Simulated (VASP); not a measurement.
A run of VASP 6.6.1 is set up as follows.

The input INCAR:

```
SYSTEM = Si
PREC = Accurate
ENCUT = 520
EDIFF = 1E-6
ISMEAR = -1
SIGMA = 0.02
LREAL = .False.
LASPH = .True.
NELM = 80
ALGO = Normal
ISIF = 2
LWAVE = .False.
LCHARG = .False.
LDIPOL = .True.
IDIPOL = 3
DIPOL = 0.5 0.5 0.500
GGA = PE
NBANDS = 16
```

Contents of KPOINTS:

```
regular mesh
0
Gamma
  8 6 1
  0 0 0
```

File POSCAR:

```
Si
1.0
    3.8685410222      0.0000000000      0.0000000000
    0.0000000000      5.4709431802      0.0000000000
    0.0000000000      0.0000000000     17.9343000000
Si
4
Direct
    0.0000000000      0.3665610050      0.4518735959
    0.5000000000      0.1334389950      0.4518735959
    0.5000000000      0.8665609134      0.5481264041
    0.0000000000      0.6334390866      0.5481264041
```

Potentials or basis: VASP PAW PBE potentials, release 64 (Si).

Command:

```sh
$ cat potpaw_PBE.64/Si/POTCAR > POTCAR
$ mpirun -np 1 vasp_std > vasp.out
```

Q: Estimate the largest force.

A: 0.006 eV/Å.

Q: Predict the band gap on the k mesh.

A: Zero (band 8 reaches -2.41 eV, above the bottom of band 9 at -2.50 eV).

Forces in eV/Å, atoms in the order of the input:
```
Si   0.000 -0.003  0.006
Si   0.000  0.003  0.006
Si   0.000 -0.003 -0.006
Si   0.000  0.003 -0.006
```
